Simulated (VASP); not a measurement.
Write the native input for VASP 6.6.1 that does the following.

* Task: relaxation of cell and atoms
* Functional: HSE06
* Potentials or basis: VASP PAW PBE potentials, release 64 (Cu, I)
* Cutoff: 600 eV
* k mesh: 4 × 4 × 4
* Occupations: fermi-dirac, width 0.02 eV
* Spin: no spin polarisation
* Dipole correction: no
* Grid for exact exchange (PRECFOCK): Normal
* Further INCAR settings: ALGO = Normal; EDIFF = 1e-06; IBRION = 2; EDIFFG = -0.005; NSW = 80; ISIF = 3
* Share of exact exchange: 0.25
* Screening parameter: 0.2079 1/Å

The system is CuI.

```xyz
2
Lattice="0.0000 3.0120 3.0120 3.0120 0.0000 3.0120 3.0120 3.0120 0.0000" Properties=species:S:1:pos:R:3 pbc="T T T"
Cu    0.0000    0.0000    0.0000
I     1.5060    1.5060    1.5060
```

These files were run (other wordings do the same):

POSCAR

```
CuI
1.0
    0.0000000000      3.0120289470      3.0120289470
    3.0120289470      0.0000000000      3.0120289470
    3.0120289470      3.0120289470      0.0000000000
Cu I
1 1
Direct
    0.0000000000      0.0000000000      0.0000000000
    0.2500000000      0.2500000000      0.2500000000
```

INCAR.step1

```
PREC = Accurate
ENCUT = 600
EDIFF = 1E-5
ISMEAR = -1
SIGMA = 0.02
LREAL = False
LASPH = True
NELM = 60
ALGO = Normal
LWAVE = True
LCHARG = False
GGA = PE
NBANDS = 16
```

INCAR.step2

```
PREC = Accurate
ENCUT = 600
EDIFF = 1E-6
ISMEAR = -1
SIGMA = 0.02
LREAL = False
LASPH = True
NELM = 60
ALGO = Normal
ISIF = 3
LWAVE = False
LCHARG = False
GGA = PE
LHFCALC = True
HFSCREEN = 0.2079
PRECFOCK = Normal
IBRION = 2
NSW = 80
EDIFFG = -0.005
ISTART = 1
```

KPOINTS

```
Automatic mesh
0
Gamma
  4 4 4
```

Potentials or basis: VASP PAW PBE potentials, release 64 (Cu, I).

Run with:

```bash
$ cat potpaw_PBE.64/Cu/POTCAR potpaw_PBE.64/I/POTCAR > POTCAR
$ cp INCAR.step1 INCAR
$ mpirun -np 1 vasp_std > vasp.out
$ cp INCAR.step2 INCAR
$ mpirun -np 1 vasp_std > vasp.out
```

It gave:

```json
{
 "Relaxed volume": "28.33 Å³/atom",
 "Relaxed cell": "a = 4.311 Å, b = 4.311 Å, c = 4.311 Å, α = 60.00°, β = 60.00°, γ = 60.00°",
 "Space group after relaxing (to 0.1 Å)": "F-43m (No. 216)",
 "Energy gained by relaxing": "5.0 meV/atom",
 "Ionic steps": "3",
 "Pressure after relaxing": "0.0 GPa",
 "Band gap on the k mesh": "2.56 eV"
}
```

Caveat: the k points lie up to 0.45 Å⁻¹ apart in the final cell; the PAW data sets were made with another functional, which shifts forces and pressure a little; spin-orbit coupling is left out, which moves the levels of the heavy elements.

Run time: 30 min on 1 thread of Intel Xeon 8259CL, with other jobs on the host, peak memory 0.34 GiB.
